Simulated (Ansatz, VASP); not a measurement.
# KI in VASP and in Ansatz

```
CELL_PARAMETERS angstrom
0.00000 3.70078 3.43644
3.70078 0.00000 3.43644
3.70078 3.70078 0.00000
ATOMIC_POSITIONS crystal
K 0.00000 0.00000 0.00000
I 0.50000 0.50000 0.50000
```

Change from the starting cell: strain +0.050 along x and y, -0.025 along z, atoms carried along.

Alike in both runs: task single point; functional PBE; k mesh 6 × 6 × 6; occupations gaussian, width 0.05 eV; no spin polarisation.

|  | VASP | Ansatz |
| --- | --- | --- |
| version | VASP 6.6.1 | Ansatz 0.2.0 |
| potentials or method | VASP PAW PBE potentials, release 64 (K_sv, I), cutoff 520 eV | scalar-relativistic, plane waves, PAW |
| valence electrons in the cell | 16 | 26 |

|  | VASP | Ansatz | Ansatz less VASP |
| --- | --- | --- | --- |
| gap on the k mesh at the Fermi level (eV) | 3.81 | 3.82 | +0.004 |
| least direct gap on the mesh (eV) | 3.81 | 3.82 | +0.004 |
| pressure (GPa) | 0.0 | 0.0 | -0.03 |
| traceless stress, the component that is largest in VASP (GPa) | 1.11 | 1.09 | -0.013 |

VASP's potentials hold 16 valence electrons a cell and Ansatz's 26, so a difference there can come from the potentials and not from the codes.

Neither program's run includes spin-orbit coupling.
